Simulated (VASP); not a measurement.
A run of VASP 6.6.1 is set up as follows.

File INCAR:

```
  ALGO = Normal
  EDIFF = 1E-8
  ENCUT = 520
  IBRION = 6
  ISIF = 2
  ISMEAR = 0
  LASPH = T
  LCHARG = F
  LMIXTAU = T
  LREAL = F
  LWAVE = F
  METAGGA = R2SCAN
  NELM = 100
  NFREE = 2
  NSW = 1
  POTIM = 0.015
  PREC = Accurate
  SIGMA = 0.01
```

File KPOINTS:

```
k-points
0
Gamma
  6 6 6
```

The input POSCAR:

```
BaZrO3
1.0
    4.1769485151      0.0000000000      0.0000000000
    0.0000000000      4.1769485151      0.0000000000
    0.0000000000      0.0000000000      4.1769485151
Ba Zr O
1 1 3
Direct
    0.0000000000      0.0000000000      0.0000000000
    0.5000000000      0.5000000000      0.5000000000
    0.0000000000      0.5000000000      0.5000000000
    0.5000000000      0.0000000000      0.5000000000
    0.5000000000      0.5000000000      0.0000000000
```

Potentials or basis: VASP PAW PBE potentials, release 64 (Ba_sv, Zr_sv, O).

Launch:

```console
$ cat potpaw_PBE.64/Ba_sv/POTCAR potpaw_PBE.64/Zr_sv/POTCAR potpaw_PBE.64/O/POTCAR > POTCAR
$ mpirun -np 1 vasp_std > vasp.out
```

(1) What does it give for the highest phonon frequency at Γ, LO-TO splitting left out?

Results:

(1) 527 cm⁻¹.

Caveat: the cell stands under pressure or tension, which shifts response properties.
